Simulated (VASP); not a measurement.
Al, 2 atoms in the cell. The structure is trigonal, space group R-3m (No. 166). The conventional cell has a = 2.819 Å, b = 2.819 Å, c = 7.197 Å, α = 90.00°, β = 90.00°, γ = 120.00°. Al (site symmetry -3m) has 12 Al at 2.82 to 2.90 Å within 3.7 Å. 

```yaml
Program: VASP 6.6.1
Task: relaxation of cell and atoms
Functional: PBE
Potentials_or_basis: VASP PAW PBE potentials, release 64 (Al)
Cutoff: 600 eV
k_mesh: 12 × 12 × 12
Occupations: gaussian, width 0.1 eV
Spin: no spin polarisation
Dipole_correction: no
Further_INCAR_settings: ALGO = Normal; EDIFF = 1e-06; IBRION = 2; EDIFFG = -0.025; NSW = 90; ISIF = 3
```

Potentials or basis: VASP PAW PBE potentials, release 64 (Al).

Run with:

```bash
$ cat potpaw_PBE.64/Al/POTCAR > POTCAR
$ mpirun -np 1 vasp_std > vasp.out
```

Hardware: 1 thread of Intel(R) Xeon(R) 6975P-C (Granite Rapids) (shared host).

Q: How long does it take, and how much memory?

A: Wall time 110 s on 1 thread of Intel(R) Xeon(R) 6975P-C (Granite Rapids) (shared host), peak memory 0.25 GiB. Counts: scf iterations 36, k points 189, ion steps 7.
